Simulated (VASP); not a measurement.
# C (Cmme) in VASP: further runs

The runs below take C through single point, with PBEsol.

All numbers are computed with VASP 6.6.1; they aren't measurements. Logs are shortened: lines on timing, memory, paths and dates and some standing lists are left out, and cuts for length are marked.

### Step 1. The cell of the first run

The typed cell holds 4 atoms: a = 2.533 Å, b = 2.533 Å, c = 7.497 Å, α = 90.00°, β = 90.00°, γ = 117.30°.

### Step 2. Single point, PBEsol (10.69 Å³/atom)

INCAR

```
SYSTEM = C
ALGO = Normal
EDIFF = 1E-6
ENCUT = 520
GGA = PS
ISIF = 2
ISMEAR = 0
LASPH = .True.
LCHARG = .False.
LREAL = .False.
LWAVE = .False.
NBANDS = 16
NELM = 100
PREC = Accurate
SIGMA = 0.15
```

KPOINTS

```
k-points
0
Gamma
  21 21 6
  0 0 0
```

POSCAR

```
C
1.0
    1.3178378596     -2.1633366638      0.0000000000
    1.3178378596      2.1633366638      0.0000000000
    0.0000000000      0.0000000000      7.4965091388
C
4
Direct
    0.0833216498      0.9166783502      0.7498439858
    0.5833216498      0.4166783502      0.2501560142
    0.9166783502      0.0833216498      0.2501560142
    0.4166783502      0.5833216498      0.7498439858
```

Potentials or basis: VASP PAW PBE potentials, release 64 (C).

Started as:

```bash
$ cat potpaw_PBE.64/C/POTCAR > POTCAR
$ mpirun -np 1 vasp_std > vasp.out
```

OUTCAR:

```text
SYSTEM = C
   EDIFF = 1E-6
   ENCUT = 520
   GGA = PS
   ISIF = 2
   ISMEAR = 0
   LASPH = .True.
   LREAL = .False.
   NELM = 100
   PREC = Accurate

 ion  position               nearest neighbor table
   1  0.083  0.917  0.750-   4 1.44   4 1.50   4 1.50
   2  0.583  0.417  0.250-   3 1.44   3 1.50   3 1.50
   3  0.917  0.083  0.250-   2 1.44   2 1.50   2 1.50
   4  0.417  0.583  0.750-   1 1.44   1 1.50   1 1.50

  LATTYP: Found a base centered orthorhombic cell.
 ALAT       =     2.6356757192
 B/A-ratio  =     1.6415802961
 C/A-ratio  =     2.8442456271

  Lattice vectors:

 A1 = (   1.3178378596,  -2.1633366638,   0.0000000000)
 A2 = (   1.3178378596,   2.1633366638,   0.0000000000)
 A3 = (   0.0000000000,   0.0000000000,   7.4965091388)

Analysis of symmetry for initial positions (statically):
=====================================================================
 Subroutine PRICEL returns:
 Original cell was already a primitive cell.

 Routine SETGRP: Setting up the symmetry group for a
 base centered orthorhombic supercell.

 Subroutine GETGRP returns: Found  8 space group operations
 (whereof  4 operations were pure point group operations)
 out of a pool of  8 trial point group operations.

The static configuration has the point symmetry C_2h.
 The point group associated with its full space group is D_2h.

Analysis of symmetry for dynamics (positions and initial velocities):
=====================================================================
 Subroutine PRICEL returns:
 Original cell was already a primitive cell.

 Routine SETGRP: Setting up the symmetry group for a
 base centered orthorhombic supercell.

 Subroutine GETGRP returns: Found  8 space group operations
 (whereof  4 operations were pure point group operations)
 out of a pool of  8 trial point group operations.

The dynamic configuration has the point symmetry C_2h.
 The point group associated with its full space group is D_2h.

 Subroutine INISYM returns: Found  8 space group operations
 (whereof  4 operations are pure point group operations),
 and found     1 'primitive' translations

----------------------------------------------------------------------------------------

                                     Primitive cell

  volume of cell :      42.7440

  direct lattice vectors                    reciprocal lattice vectors
     1.317837860 -2.163336664  0.000000000     0.379409346 -0.231124452  0.000000000
     1.317837860  2.163336664  0.000000000     0.379409346  0.231124452  0.000000000
     0.000000000  0.000000000  7.496509139     0.000000000  0.000000000  0.133395422

  length of vectors
     2.533124976  2.533124976  7.496509139     0.444263395  0.444263395  0.133395422

  position of ions in fractional coordinates (direct lattice)
     0.083321650  0.916678350  0.749843986
     0.583321650  0.416678350  0.250156014
     0.916678350  0.083321650  0.250156014
     0.416678350  0.583321650  0.749843986

  ion indices of the primitive-cell ions
   primitive index   ion index
                 1           1
                 2           2
                 3           3
                 4           4

----------------------------------------------------------------------------------------

 KPOINTS: k-points

Automatic generation of k-mesh.
 Grid dimensions read from file:
 generate k-points for:   21   21    6

 Generating k-lattice:

  Cartesian coordinates                     Fractional coordinates (reciprocal lattice)
     0.018067112 -0.011005926  0.000000000     0.047619048  0.000000000  0.000000000
     0.018067112  0.011005926  0.000000000     0.000000000  0.047619048  0.000000000
     0.000000000  0.000000000  0.022232570     0.000000000  0.000000000  0.166666667

  Length of vectors
     0.021155400  0.021155400  0.022232570

  Shift w.r.t. Gamma in fractional coordinates (k-lattice)
     0.000000000  0.000000000  0.000000000

 Subroutine IBZKPT returns following result:
 ===========================================

 Found    484 irreducible k-points:

 Following reciprocal coordinates:
            Coordinates               Weight
  0.000000  0.000000  0.000000      1.000000
  0.047619  0.000000  0.000000      4.000000
  0.095238 -0.000000  0.000000      4.000000
  0.142857 -0.000000  0.000000      4.000000
  0.190476 -0.000000  0.000000      4.000000
  0.238095  0.000000  0.000000      4.000000
[... 16 lines left out ...]
 -0.428571  0.047619  0.000000      4.000000
 -0.380952  0.047619  0.000000      4.000000
 [... further k-points ...]
   k-points           NKPTS =    484   k-points in BZ     NKDIM =    484   number of bands    NBANDS=     16
   number of dos      NEDOS =    301   number of ions     NIONS =      4
   total plane-waves  NPLWV =  22400
   dimension x,y,z NGX =    20 NGY =   20 NGZ =   56
   dimension x,y,z NGXF=    40 NGYF=   40 NGZF=  112
   ions per type =               4
   NGX,Y,Z   is equivalent  to a cutoff of  13.13, 13.13, 12.42 a.u.
   NGXF,Y,Z  is equivalent  to a cutoff of  26.25, 26.25, 24.84 a.u.
 SYSTEM =  C
   PREC   = accura    normal or accurate (medium, high low for compatibility)
   ISTART =      0    job   : 0-new  1-cont  2-samecut
   ICHARG =      2    charge: 1-file 2-atom 10-const
   ISPIN  =      1    spin polarized calculation?
   LNONCOLLINEAR =      F non collinear calculations
   LSORBIT =      F    spin-orbit coupling
   LASPH  =      T    aspherical Exc in radial PAW
   ENCUT  =  520.0 eV  38.22 Ry    6.18 a.u.   4.71  4.71 13.94*2*pi/ulx,y,z
   NELM   =    100;   NELMIN=  2; NELMDL= -5     # of ELM steps
   EDIFF  = 0.1E-05   stopping-criterion for ELM
   LREAL  =      F    real-space projection
   EDIFFG = 0.1E-04   stopping-criterion for IOM
   NSW    =      0    number of steps for IOM
   IBRION =     -1    ionic relax: 0-MD 1-quasi-New 2-CG
   NFREE  =      0    steps in history (QN), initial steepest desc. (CG)
   ISIF   =      2    stress and relaxation
   ISYM   =      2    0-nonsym 1-usesym 2-fastsym
   POTIM  = 0.5000    time-step for ionic-motion
   TEBEG  =    0.0;   TEEND  =   0.0 temperature during run
   PSTRESS=    0.0 pullay stress
   NELECT =      16.0000    total number of electrons
   NUPDOWN=      -1.0000    fix difference up-down
   EMIN   =  10.00;   EMAX   =-10.00  energy-range for DOS
   EFERMI =   0.00;   METHOD = LEGACY
   ISMEAR =     0;   SIGMA  =   0.15  broadening in eV -4-tet -1-fermi 0-gaus
   EFERMI_NEDOS =   21; number of points for ismear=-14 and -15
   IALGO  =     38    algorithm
   IMIX   =      4    mixing-type and parameters
     AMIX     =   0.40;   BMIX     =  1.00
     AMIX_MAG =   1.60;   BMIX_MAG =  1.00
  volume/ion in A,a.u.               =      10.69        72.11
  Fermi-wavevector in a.u.,A,eV,Ry     =   1.179840  2.229574 18.939614  1.392022
  Thomas-Fermi vector in A             =   2.316143
   LORBIT       =      0    0 simple, 1 ext, 2 COOP (PROOUT), +10 PAW based schemes
   GGA     = PS    functional components
   LHFCALC =     F    Hartree Fock is set to
   AEXX    =    0.0000 exact exchange contribution
   IVDW    =     0    specifies the selected vdW correction
   LEPSILON=     F    determine dielectric tensor
   LRPA    =     F    only Hartree local field effects (RPA)
 non-spin polarized calculation
 Gauss-broadening in eV      SIGMA  =   0.15
  energy-cutoff  :      520.00
  volume of cell :       42.74
 maximum number of plane-waves:      1169
   NGX =  9   NGY =  9   NGZ = 27

 number of electron      16.0000000 magnetization

 Free energy of the ion-electron system (eV)
  ---------------------------------------------------
  ext. energy  EPLUGINS =         0.00000000
  ---------------------------------------------------
  free energy    TOTEN  =       -38.00534759 eV

  energy without entropy =      -38.00488134  energy(sigma->0) =      -38.00511447

 E-fermi :   2.9786     XC(G=0):  -9.5442

 val. band max:        2.8573559775   @ k =   0.3333   0.3333   0.0000
 cond. band min:       3.0090092800   @ k =   0.3333   0.3333   0.0000
 fundamental gap:      0.1516533025
 Fermi energy:         2.9786453168

 k-point     1 :       0.0000    0.0000    0.0000
  band No.  band energies     occupation
      1     -15.5849      2.00000
      2     -15.4524      2.00000
      3      -4.4051      2.00000
      4      -3.2403      2.00000
      5      -0.0513      2.00000
      6      -0.0359      2.00000
[... 8 lines left out ...]
     15      13.0443      0.00000
     16      13.1456      0.00000

 k-point     2 :       0.0476    0.0000    0.0000
  band No.  band energies     occupation
      1     -15.5361      2.00000
      2     -15.4040      2.00000
      3      -4.3473      2.00000
      4      -3.1854      2.00000
      5      -0.2558      2.00000
      6      -0.2407      2.00000
[... 8 lines left out ...]
     15      12.8776      0.00000
     16      12.9934      0.00000

 k-point     3 :       0.0952   -0.0000    0.0000
  band No.  band energies     occupation
      1     -15.3900      2.00000
      2     -15.2592      2.00000
      3      -4.1740      2.00000
      4      -3.0213      2.00000
      5      -0.8730      2.00000
      6      -0.8545      2.00000
[... 8 lines left out ...]
     15      12.3952      0.00000
     16      12.5597      0.00000

 k-point     4 :       0.1429   -0.0000    0.0000
  band No.  band energies     occupation
      1     -15.1470      2.00000
      2     -15.0186      2.00000
      3      -3.8870      2.00000
      4      -2.7500      2.00000
      5      -1.7791      2.00000
      6      -1.7535      2.00000
[... 8 lines left out ...]
     15      12.0848      0.00000
     16      12.1389      0.00000
[... 324 lines left out ...]
 k-point    22 :      -0.4762    0.0476    0.0000
  band No.  band energies     occupation
      1     -11.4037      2.00000
      2     -11.3298      2.00000
      3      -8.9528      2.00000
      4      -8.8944      2.00000
      5      -2.8708      2.00000
      6      -2.8598      2.00000
[... 8 lines left out ...]
     15      15.3941      0.00000
     16      16.7794      0.00000

 k-point    23 :      -0.4286    0.0476    0.0000
  band No.  band energies     occupation
      1     -12.1258      2.00000
      2     -12.0300      2.00000
      3      -8.0333      2.00000
      4      -7.9681      2.00000
      5      -2.7180      2.00000
      6      -2.7078      2.00000
[... 8 lines left out ...]
     15      15.3110      0.00000
     16      17.4652      0.00000

 k-point    24 :      -0.3810    0.0476    0.0000
  band No.  band energies     occupation
      1     -12.8422      2.00000
      2     -12.7363      2.00000
      3      -6.9669      2.00000
      4      -6.9065      2.00000
      5      -2.4806      2.00000
      6      -2.4715      2.00000
[... 8 lines left out ...]
     15      15.4850      0.00000
     16      16.3495      0.00000

 [... further k-points ...]

------------------------ aborting loop because EDIFF is reached ----------------------------------------

  FORCE on cell =-STRESS in cart. coord.  units (eV):
  Direction    XX          YY          ZZ          XY          YZ          ZX
  --------------------------------------------------------------------------------------
  -------------------------------------------------------------------------------------
  Total      -14.8594596     -5.6214422     -0.0274765      0.0000000     -0.0000000      0.0000000
  in kB     -556.9785088   -210.7090405     -1.0299029      0.0000000     -0.0000000      0.0000000
  external PRESSURE =    -256.2391508 kB  Pullay stress =       0.0000000 kB

 VOLUME and BASIS-vectors are now :
 -----------------------------------------------------------------------------
  energy-cutoff  :      520.00
  volume of cell :       42.74
      direct lattice vectors                 reciprocal lattice vectors
     1.317837860 -2.163336664  0.000000000     0.379409346 -0.231124452  0.000000000
     1.317837860  2.163336664  0.000000000     0.379409346  0.231124452  0.000000000
     0.000000000  0.000000000  7.496509139     0.000000000  0.000000000  0.133395422

 POSITION                                       TOTAL-FORCE (eV/Angst)
 -----------------------------------------------------------------------------------
      1.31784      1.80283      5.62121         0.000000      0.206676      0.000116
      1.31784     -0.36051      1.87530         0.000000      0.206676     -0.000116
      1.31784     -1.80283      1.87530         0.000000     -0.206676     -0.000116
      1.31784      0.36051      5.62121         0.000000     -0.206676      0.000116
 -----------------------------------------------------------------------------------
    total drift:                                0.000000      0.000000     -0.000000

  FREE ENERGIE OF THE ION-ELECTRON SYSTEM (eV)
  ---------------------------------------------------
  free  energy   TOTEN  =       -38.0053475883 eV

  energy  without entropy=      -38.0048813440  energy(sigma->0) =      -38.00511447
```

Wall time 1.8 min (1 thread of Intel Xeon 6975P-C (Granite Rapids), shared host); peak memory 0.33 GiB.

Results:

```
Free energy   : -38.0053 eV
Pressure      : -25.6 GPa
Largest force : 0.207 eV/Å
```

Forces on the atoms (eV/Å):
```
C    0.000  0.207  0.000
C    0.000  0.207  0.000
C    0.000 -0.207  0.000
C    0.000 -0.207  0.000
```

Stress tensor (GPa, compression positive):
```
-55.70   0.00   0.00
  0.00 -21.07   0.00
  0.00   0.00  -0.10
```

Caveat: the stress differs along the axes, from -56 to -0 GPa; this functional lacks dispersion, which binds layers or chains, so the pressure and a relaxed spacing across them are unreliable; the PAW data sets were made with another functional, which shifts forces and pressure a little.

### Step 3. Single point, PBEsol (11.20 Å³/atom)

This run uses another cell than the first one, of 11.20 Å³/atom.

INCAR

```
PREC = Accurate ; ENCUT = 520
EDIFF = 1E-7 ; ISMEAR = 0
SIGMA = 0.15 ; LREAL = False
LASPH = True ; NELM = 80
ALGO = Normal ; ISIF = 2
LWAVE = False ; LCHARG = False
GGA = PS ; NBANDS = 16
```

KPOINTS

```
regular mesh
0
Gamma
  21 21 6
```

POSCAR

```
C
1.0
    1.2246240806     -2.2976004991      0.0000000000
    1.2246240806      2.2976004991      0.0000000000
    0.0000000000      0.0000000000      7.9617673140
C
4
Direct
    0.0833216498      0.9166783502      0.7498439858
    0.5833216498      0.4166783502      0.2501560142
    0.9166783502      0.0833216498      0.2501560142
    0.4166783502      0.5833216498      0.7498439858
```

Potentials or basis: VASP PAW PBE potentials, release 64 (C).

Started as:

```bash
$ cat potpaw_PBE.64/C/POTCAR > POTCAR
$ mpirun -np 1 vasp_std > vasp.out
```

It took 2.1 min on 1 thread of Intel Xeon 6975P-C (Granite Rapids), shared host; peak memory 0.35 GiB.

Results (log left out):

```
Free energy   : -37.9689 eV
Pressure      : -20.3 GPa
Largest force : 0.173 eV/Å
```

Forces in eV/Å, atoms in the order of the input:
```
C    0.000 -0.173  0.000
C    0.000 -0.173  0.000
C    0.000  0.173  0.000
C    0.000  0.173  0.000
```

Stress tensor (GPa, compression positive):
```
 -4.75   0.00   0.00
  0.00 -56.00   0.00
  0.00   0.00  -0.22
```

Caveat: the stress differs along the axes, from -56 to -0 GPa; this functional lacks dispersion, which binds layers or chains, so the pressure and a relaxed spacing across them are unreliable; the PAW data sets were made with another functional, which shifts forces and pressure a little.

[end of part 1 of 2]
